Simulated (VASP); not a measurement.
# Be (P6_3/mmc) in VASP: notebook

Runs on Be. Level: PBE+D3(BJ). Tasks: single point, relaxation of shape and atoms at fixed volume.

Everything below comes from runs of VASP 6.6.1. Logs are shortened: lines on timing, memory, paths and dates and some standing lists are left out, and cuts for length are marked.

## (1) The cell of the first run

The structure is hexagonal, space group P6_3/mmc (No. 194). The conventional cell has a = 2.285 Å, b = 2.285 Å, c = 3.584 Å, α = 90.00°, β = 90.00°, γ = 120.00°. Within 2.9 Å of Be (site symmetry -6m2) lie 12 Be at 2.23 to 2.29 Å.

## (2) Single point, PBE+D3(BJ)

File INCAR:

```
SYSTEM = Be
PREC = Accurate
ENCUT = 520
EDIFF = 1E-7
ISMEAR = 0
SIGMA = 0.1
LREAL = .False.
LASPH = .True.
NELM = 60
ALGO = Fast
ISIF = 2
LWAVE = .False.
LCHARG = .True.
GGA = PE
IVDW = 12
LELF = .True.
LVHAR = .True.
NBANDS = 9
```

File KPOINTS:

```
regular mesh
0
Gamma
  21 21 12
  0 0 0
```

File POSCAR:

```
Be
1.0
    2.2853000000      0.0000000000      0.0000000000
   -1.1426500000      1.9791278553      0.0000000000
    0.0000000000      0.0000000000      3.5842000000
Be
2
Direct
    0.3333333333      0.6666666667      0.2500000000
    0.6666666667      0.3333333333      0.7500000000
```

Potentials or basis: VASP PAW PBE potentials, release 64 (Be).

Started as:

```console
$ cat potpaw_PBE.64/Be/POTCAR > POTCAR
$ mpirun -np 1 vasp_std > vasp.out
```

OUTCAR:

```text
SYSTEM = Be
   PREC = Accurate
   ENCUT = 520
   EDIFF = 1E-7
   ISMEAR = 0
   LREAL = .False.
   LASPH = .True.
   NELM = 60
   ISIF = 2
   GGA = PE
   IVDW = 12
 IVDW          = 12

 ion  position               nearest neighbor table
   1  0.333  0.667  0.250-   2 2.23   2 2.23   2 2.23   2 2.23   2 2.23   2 2.23
   2  0.667  0.333  0.750-   1 2.23   1 2.23   1 2.23   1 2.23   1 2.23   1 2.23

  LATTYP: Found a hexagonal cell.
 ALAT       =     2.2853000000
 C/A-ratio  =     1.5683717674

  Lattice vectors:

 A1 = (   2.2853000000,   0.0000000000,   0.0000000000)
 A2 = (  -1.1426500000,   1.9791278553,   0.0000000000)
 A3 = (   0.0000000000,   0.0000000000,   3.5842000000)

Analysis of symmetry for initial positions (statically):
=====================================================================
 Subroutine PRICEL returns:
 Original cell was already a primitive cell.

 Routine SETGRP: Setting up the symmetry group for a
 hexagonal supercell.

 Subroutine GETGRP returns: Found 24 space group operations
 (whereof 12 operations were pure point group operations)
 out of a pool of 24 trial point group operations.

The static configuration has the point symmetry D_3d.
 The point group associated with its full space group is D_6h.

Analysis of symmetry for dynamics (positions and initial velocities):
=====================================================================
 Subroutine PRICEL returns:
 Original cell was already a primitive cell.

 Routine SETGRP: Setting up the symmetry group for a
 hexagonal supercell.

 Subroutine GETGRP returns: Found 24 space group operations
 (whereof 12 operations were pure point group operations)
 out of a pool of 24 trial point group operations.

The dynamic configuration has the point symmetry D_3d.
 The point group associated with its full space group is D_6h.

 Subroutine INISYM returns: Found 24 space group operations
 (whereof 12 operations are pure point group operations),
 and found     1 'primitive' translations

----------------------------------------------------------------------------------------

                                     Primitive cell

  volume of cell :      16.2110

  direct lattice vectors                    reciprocal lattice vectors
     2.285300000  0.000000000  0.000000000     0.437579311  0.252636533  0.000000000
    -1.142650000  1.979127855  0.000000000     0.000000000  0.505273066  0.000000000
     0.000000000  0.000000000  3.584200000     0.000000000  0.000000000  0.279002288

  length of vectors
     2.285300000  2.285300000  3.584200000     0.505273066  0.505273066  0.279002288

  position of ions in fractional coordinates (direct lattice)
     0.333333333  0.666666667  0.250000000
     0.666666667  0.333333333  0.750000000

  ion indices of the primitive-cell ions
   primitive index   ion index
                 1           1
                 2           2

----------------------------------------------------------------------------------------

 KPOINTS: regular mesh

Automatic generation of k-mesh.
 Grid dimensions read from file:
 generate k-points for:   21   21   12

 Generating k-lattice:

  Cartesian coordinates                     Fractional coordinates (reciprocal lattice)
     0.020837110  0.012030311  0.000000000     0.047619048 -0.000000000  0.000000000
     0.000000000  0.024060622  0.000000000     0.000000000  0.047619048  0.000000000
     0.000000000  0.000000000  0.023250191     0.000000000  0.000000000  0.083333333

  Length of vectors
     0.024060622  0.024060622  0.023250191

  Shift w.r.t. Gamma in fractional coordinates (k-lattice)
     0.000000000  0.000000000  0.000000000

 Subroutine IBZKPT returns following result:
 ===========================================

 Found    336 irreducible k-points:

 Following reciprocal coordinates:
            Coordinates               Weight
  0.000000  0.000000  0.000000      1.000000
  0.047619  0.000000  0.000000      6.000000
  0.095238  0.000000  0.000000      6.000000
  0.142857  0.000000  0.000000      6.000000
  0.190476  0.000000  0.000000      6.000000
  0.238095 -0.000000  0.000000      6.000000
[... 16 lines left out ...]
  0.142857  0.095238  0.000000     12.000000
  0.190476  0.095238  0.000000     12.000000
 [... further k-points ...]
   k-points           NKPTS =    336   k-points in BZ     NKDIM =    336   number of bands    NBANDS=      9
   number of dos      NEDOS =    301   number of ions     NIONS =      2
   total plane-waves  NPLWV =   9072
   dimension x,y,z NGX =    18 NGY =   18 NGZ =   28
   dimension x,y,z NGXF=    36 NGYF=   36 NGZF=   56
   ions per type =               2
   NGX,Y,Z   is equivalent  to a cutoff of  13.09, 13.09, 12.99 a.u.
   NGXF,Y,Z  is equivalent  to a cutoff of  26.19, 26.19, 25.97 a.u.
 SYSTEM =  Be
   PREC   = accura    normal or accurate (medium, high low for compatibility)
   ISTART =      0    job   : 0-new  1-cont  2-samecut
   ICHARG =      2    charge: 1-file 2-atom 10-const
   ISPIN  =      1    spin polarized calculation?
   LNONCOLLINEAR =      F non collinear calculations
   LSORBIT =      F    spin-orbit coupling
   LASPH  =      T    aspherical Exc in radial PAW
   ENCUT  =  520.0 eV  38.22 Ry    6.18 a.u.   4.25  4.25  6.66*2*pi/ulx,y,z
   NELM   =     60;   NELMIN=  2; NELMDL= -5     # of ELM steps
   EDIFF  = 0.1E-06   stopping-criterion for ELM
   LREAL  =      F    real-space projection
   EDIFFG = 0.1E-05   stopping-criterion for IOM
   NSW    =      0    number of steps for IOM
   IBRION =     -1    ionic relax: 0-MD 1-quasi-New 2-CG
   NFREE  =      0    steps in history (QN), initial steepest desc. (CG)
   ISIF   =      2    stress and relaxation
   ISYM   =      2    0-nonsym 1-usesym 2-fastsym
   POTIM  = 0.5000    time-step for ionic-motion
   TEBEG  =    0.0;   TEEND  =   0.0 temperature during run
   PSTRESS=    0.0 pullay stress
   NELECT =       4.0000    total number of electrons
   NUPDOWN=      -1.0000    fix difference up-down
   EMIN   =  10.00;   EMAX   =-10.00  energy-range for DOS
   EFERMI =   0.00;   METHOD = LEGACY
   ISMEAR =     0;   SIGMA  =   0.10  broadening in eV -4-tet -1-fermi 0-gaus
   EFERMI_NEDOS =   21; number of points for ismear=-14 and -15
   IALGO  =     68    algorithm
   IMIX   =      4    mixing-type and parameters
     AMIX     =   0.40;   BMIX     =  1.00
     AMIX_MAG =   1.60;   BMIX_MAG =  1.00
  volume/ion in A,a.u.               =       8.11        54.70
  Fermi-wavevector in a.u.,A,eV,Ry     =   1.026814  1.940397 14.345258  1.054347
  Thomas-Fermi vector in A             =   2.160726
   LORBIT       =      0    0 simple, 1 ext, 2 COOP (PROOUT), +10 PAW based schemes
   GGA     = PE    functional components
   LHFCALC =     F    Hartree Fock is set to
   AEXX    =    0.0000 exact exchange contribution
   IVDW    =    12    specifies the selected vdW correction
   LEPSILON=     F    determine dielectric tensor
   LRPA    =     F    only Hartree local field effects (RPA)
 non-spin polarized calculation
 RMM-DIIS sequential band-by-band and
 Gauss-broadening in eV      SIGMA  =   0.10
  energy-cutoff  :      520.00
  volume of cell :       16.21
 maximum number of plane-waves:       454
 NGX is ok and might be reduce to    18
   NGX =  9   NGY =  9   NGZ = 13

 number of electron       4.0000000 magnetization

 Free energy of the ion-electron system (eV)
  ---------------------------------------------------
  ext. energy  EPLUGINS =         0.00000000
  ---------------------------------------------------
  free energy    TOTEN  =        -7.52704694 eV

  energy without entropy =       -7.52541907  energy(sigma->0) =       -7.52623301

 E-fermi :   6.8471     XC(G=0): -10.5239

 val. band max:        6.8433294564   @ k =   0.3333   0.2857   0.0833
 cond. band min:       6.8522612430   @ k =   0.3333   0.2857   0.3333
 fundamental gap:      0.0089317865
 Fermi energy:         6.8470786463

 k-point     1 :       0.0000    0.0000    0.0000
  band No.  band energies     occupation
      1      -4.3916      2.00000
      2       2.5067      2.00000
      3       7.9192      0.00000
      4      22.4295      0.00000
      5      22.4295      0.00000
      6      25.2483      0.00000
      7      25.2483      0.00000
      8      27.4103      0.00000
      9      33.4662      0.00000

 k-point     2 :       0.0476    0.0000    0.0000
  band No.  band energies     occupation
      1      -4.3271      2.00000
      2       2.5905      2.00000
      3       7.9395      0.00000
      4      21.8895      0.00000
      5      22.0160      0.00000
      6      25.2557      0.00000
      7      25.4779      0.00000
      8      27.2870      0.00000
      9      32.2861      0.00000

 k-point     3 :       0.0952    0.0000    0.0000
  band No.  band energies     occupation
      1      -4.1337      2.00000
      2       2.8415      2.00000
      3       7.9976      0.00000
      4      20.5142      0.00000
      5      21.1278      0.00000
      6      25.2279      0.00000
      7      25.7847      0.00000
      8      26.8734      0.00000
      9      30.5311      0.00000

 k-point     4 :       0.1429    0.0000    0.0000
  band No.  band energies     occupation
      1      -3.8111      2.00000
      2       3.2593      2.00000
      3       8.0815      0.00000
      4      18.7251      0.00000
      5      20.1315      0.00000
      6      25.0794      0.00000
      7      25.8058      0.00000
      8      26.0518      0.00000
      9      28.6711      0.00000
[... 205 lines left out ...]
 k-point    22 :       0.0952    0.0952    0.0000
  band No.  band energies     occupation
      1      -3.6173      2.00000
      2       3.5096      2.00000
      3       8.1324      0.00000
      4      18.3224      0.00000
      5      18.9119      0.00000
      6      25.1101      0.00000
      7      25.4447      0.00000
      8      25.6089      0.00000
      9      29.4618      0.00000

 k-point    23 :       0.1429    0.0952    0.0000
  band No.  band energies     occupation
      1      -3.1649      2.00000
      2       4.0922      2.00000
      3       8.2170      0.00000
      4      16.5785      0.00000
      5      17.9079      0.00000
      6      24.4039      0.00000
      7      24.5686      0.00000
      8      24.9315      0.00000
      9      28.7930      0.00000

 k-point    24 :       0.1905    0.0952    0.0000
  band No.  band energies     occupation
      1      -2.5832      2.00000
      2       4.8381      2.00000
      3       8.2462      0.00000
      4      14.8226      0.00000
      5      17.0409      0.00000
      6      22.8033      0.00000
      7      23.4952      0.00000
      8      24.4663      0.00000
      9      28.1638      0.00000

 [... further k-points ...]

------------------------ aborting loop because EDIFF is reached ----------------------------------------

 Edisp (eV)   -0.69205

 E8    (eV) :    -0.2396

  FORCE on cell =-STRESS in cart. coord.  units (eV):
  Direction    XX          YY          ZZ          XY          YZ          ZX
  --------------------------------------------------------------------------------------
  -------------------------------------------------------------------------------------
  Total      -1.03799    -1.03799    -0.91120     0.00000     0.00000    -0.00000
  in kB    -102.58716  -102.58716   -90.05653     0.00000     0.00000    -0.00000
  external pressure =      -98.41 kB  Pullay stress =        0.00 kB

 VOLUME and BASIS-vectors are now :
 -----------------------------------------------------------------------------
  energy-cutoff  :      520.00
  volume of cell :       16.21
      direct lattice vectors                 reciprocal lattice vectors
     2.285300000  0.000000000  0.000000000     0.437579311  0.252636533  0.000000000
    -1.142650000  1.979127855  0.000000000     0.000000000  0.505273066  0.000000000
     0.000000000  0.000000000  3.584200000     0.000000000  0.000000000  0.279002288

 POSITION                                       TOTAL-FORCE (eV/Angst)
 -----------------------------------------------------------------------------------
     -0.00000      1.31942      0.89605         0.000000     -0.000000      0.000000
      1.14265      0.65971      2.68815        -0.000000      0.000000      0.000000
 -----------------------------------------------------------------------------------
    total drift:                                0.000000     -0.000000      0.000000

  FREE ENERGIE OF THE ION-ELECTRON SYSTEM (eV)
  ---------------------------------------------------
  free  energy   TOTEN  =        -8.2190966492 eV

  energy  without entropy=       -8.2174687763  energy(sigma->0) =       -8.21828271
```

Wall time 16 s (1 thread of Intel Xeon 6975P-C (Granite Rapids), shared host); peak memory 0.16 GiB.

Results:

```yaml
Free_energy: -8.2191 eV
Pressure: -9.8 GPa
Band_gap_on_the_k_mesh: zero (bands 2 and 3 overlap by 2.08 eV)
Dispersion_energy_per_atom: -0.346 eV
```

Caveat: the cell stands under tension.

[end of part 1 of 3]
